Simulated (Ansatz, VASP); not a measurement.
# Two plane-wave programs on SnTe

```
Sn Te
1.0
     0.00000    3.25312    3.25312
     3.25312    0.00000    3.25312
     3.25312    3.25312    0.00000
Sn Te
1 1
Cartesian
  0.0000 0.0000 0.0000
  3.2531 3.2531 3.2531
```

Change from the starting cell: hydrostatic strain +2.0%.

Alike in both runs: task single point; functional r2SCAN; k mesh 8 × 8 × 8; no spin polarisation.

```csv
,VASP,Ansatz
version,VASP 6.6.1,Ansatz 0.2.0
potentials or method,"VASP PAW PBE potentials, release 64 (Sn_d, Te)","plane waves, PAW"
plane-wave cutoff (eV),520,500
occupations,"gaussian, width 0.01 eV",fixed
valence electrons in the cell,20,30
```

```tsv
	VASP	Ansatz	Ansatz less VASP
gap on the k mesh at the Fermi level (eV)	0.31	0.31	+0.002
pressure (GPa)	-2.4	-2.4	+0.01
```

VASP's potentials were made for PBE, not for r2SCAN. VASP's potentials hold 20 valence electrons a cell and Ansatz's 30, so a difference there can come from the potentials and not from the codes.

Neither program's run includes spin-orbit coupling.
